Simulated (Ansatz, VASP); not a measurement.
## One calculation of SnSe, two programs

INCAR

```
PREC = Accurate
ENCUT = 520
EDIFF = 1E-6
ISMEAR = 0
SIGMA = 0.03
LREAL = F
LASPH = T
NELM = 60
ALGO = Normal
ISIF = 2
LWAVE = F
LCHARG = F
GGA = PE
IVDW = 12
NBANDS = 28
```

KPOINTS

```
Automatic mesh
0
Gamma
  8 8 6
```

File POSCAR:

```
SnSe
1.0
    4.0109000000      0.0000000000      0.0000000000
    0.0000000000      4.0109000000      0.0000000000
    0.0000000000      0.0000000000      5.6845000000
Sn Se
2 2
Direct
    0.5000000000      0.0000000000      0.2500887432
    0.0000000000      0.5000000000      0.7499112568
    0.5000000000      0.0000000000      0.7499352227
    0.0000000000      0.5000000000      0.2500647773
```

Input for Ansatz:

```yaml
crystal:
  lattice:
    - [4.0109, 0.0, 0.0]
    - [0.0, 4.0109, 0.0]
    - [0.0, 0.0, 5.6845]
  atoms:
    - { symbol: Sn, position: [0.5, 0.0, 0.2500887432] }
    - { symbol: Sn, position: [0.0, 0.5, 0.7499112568] }
    - { symbol: Se, position: [0.5, 0.0, 0.7499352227] }
    - { symbol: Se, position: [0.0, 0.5, 0.2500647773] }
basis:
  ecutwfc: 420
kpoints:
  mp_grid: { grid: [8, 8, 6] }
hamiltonian:
  xc: pbe
  dispersion: d3bj
scf:
  occupations: { method: gaussian, width: 0.03 }
output:
  forces: true
  stress: true
  eigenvalues: true
```

Alike in both runs: task single point; functional PBE; dispersion D3(BJ); k mesh 8 × 8 × 6; occupations gaussian, width 0.03 eV; no spin polarisation.

```csv
,VASP,Ansatz
version,VASP 6.6.1,Ansatz 0.2.0
potentials or method,"VASP PAW PBE potentials, release 64 (Sn_d, Se), cutoff 520 eV","scalar-relativistic, plane waves, PAW"
valence electrons in the cell,40,60
```

Ansatz gave:

| Property | Result |
| --- | --- |
| gap on the k mesh at the Fermi level (eV) | 0.11 |
| least direct gap on the mesh (eV) | 0.28 |
| pressure (GPa) | 11.5 |
| traceless stress, the component that is largest in VASP (GPa) | -0.37 |

Task: Estimate VASP's values.

Result: gap on the k mesh at the Fermi level (eV): 0.10; least direct gap on the mesh (eV): 0.29; pressure (GPa): 11.5; traceless stress, the component that is largest in VASP (GPa): -0.37.

VASP's potentials hold 40 valence electrons a cell and Ansatz's 60, so a difference there can come from the potentials and not from the codes.
